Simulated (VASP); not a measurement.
Write the native input for VASP 6.6.1 that does the following.

```yaml
Task: relaxation of cell and atoms
Functional: PBE
Potentials_or_basis: VASP PAW PBE potentials, release 64 (Ge_d, Sb, Te)
Cutoff: 600 eV
k_mesh: 9 × 9 × 2
Occupations: gaussian, width 0.01 eV
Spin: no spin polarisation
Dipole_correction: no
Further_INCAR_settings: ALGO = Normal; EDIFF = 1e-06; IBRION = 2; EDIFFG = -0.005; NSW = 100; ISIF = 3
```

The structure of Ge2Sb2Te5 lies in POSCAR:

```
Ge2Sb2Te5
1.0
    4.2648321257      0.0000000000      0.0000000000
   -2.1324160628      3.6934529637      0.0000000000
    0.0000000000      0.0000000000     17.9991050000
Ge Sb Te
2 2 5
Direct
    0.0000000000      0.0000000000      0.3322520000
    0.0000000000      0.0000000000      0.6677480000
    0.3333333300      0.6666666700      0.1126580000
    0.6666666700      0.3333333300      0.8873420000
    0.0000000000      0.0000000000      0.0000000000
    0.3333333300      0.6666666700      0.7901080000
    0.6666666700      0.3333333300      0.2098920000
    0.3333333300      0.6666666700      0.4110450000
    0.6666666700      0.3333333300      0.5889550000
```

One way to write it, as run:

INCAR

```
SYSTEM = Ge2Sb2Te5
ALGO = Normal
EDIFF = 1E-6
EDIFFG = -0.005
ENCUT = 600
GGA = PE
IBRION = 2
ISIF = 3
ISMEAR = 0
LASPH = .True.
LCHARG = .False.
LREAL = .False.
LWAVE = .False.
NELM = 100
NSW = 100
PREC = Accurate
SIGMA = 0.01
```

KPOINTS

```
k-points
0
Gamma
  9 9 2
  0 0 0
```

Potentials or basis: VASP PAW PBE potentials, release 64 (Ge_d, Sb, Te).

The run is started by

```console
$ cat potpaw_PBE.64/Ge_d/POTCAR potpaw_PBE.64/Sb/POTCAR potpaw_PBE.64/Te/POTCAR > POTCAR
$ mpirun -np 1 vasp_std > vasp.out
```

Results of the run:

```
Relaxed volume                         : 31.51 Å³/atom
Relaxed cell                           : a = 4.263 Å, b = 4.263 Å, c = 18.017 Å, α = 90.00°, β = 90.00°, γ = 120.00°
Space group after relaxing (to 0.05 Å) : P-3m1 (No. 164)
Energy gained by relaxing              : 0.0 meV/atom
Ionic steps                            : 10
Pressure after relaxing                : 0.0 GPa
Largest force after relaxing           : 0.004 eV/Å
Band gap on the k mesh                 : 0.17 eV, indirect (least direct gap 0.24 eV)
```

Caveat: spin-orbit coupling is left out, which moves the levels of the heavy elements; this functional lacks dispersion, which binds the layers, so the pressure and a relaxed spacing across them are unreliable.

It took 16 min on 1 thread of AMD EPYC 9R45 96-Core Processor (Zen 5) (shared host), peak memory 0.65 GiB.
